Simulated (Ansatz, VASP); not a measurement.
## CdS: VASP beside Ansatz

```
Cd S
1.0
     0.00000    2.91650    2.91650
     2.91650    0.00000    2.91650
     2.91650    2.91650    0.00000
Cd S
1 1
Direct
  0.00000 0.00000 0.00000
  0.75000 0.75000 0.75000
```

Alike in both runs: task single point; functional PBE; k mesh 8 × 8 × 8; occupations gaussian, width 0.014 eV; no spin polarisation.

|  | VASP | Ansatz |
| --- | --- | --- |
| version | VASP 6.6.1 | Ansatz 0.2.0 |
| potentials or method | VASP PAW PBE potentials, release 64 (Cd, S), cutoff 520 eV | all-electron LAPW, scalar-relativistic |

VASP gave:

```
gap on the k mesh at the Fermi level (eV) : 1.15
least direct gap on the mesh (eV)         : 1.15
pressure (GPa)                            : 3.2
```

Q: What did Ansatz give for the same quantities?

A: gap on the k mesh at the Fermi level (eV): 1.15; least direct gap on the mesh (eV): 1.15; pressure (GPa): 2.9.

Ansatz ran all-electron here, and VASP with PAW potentials.
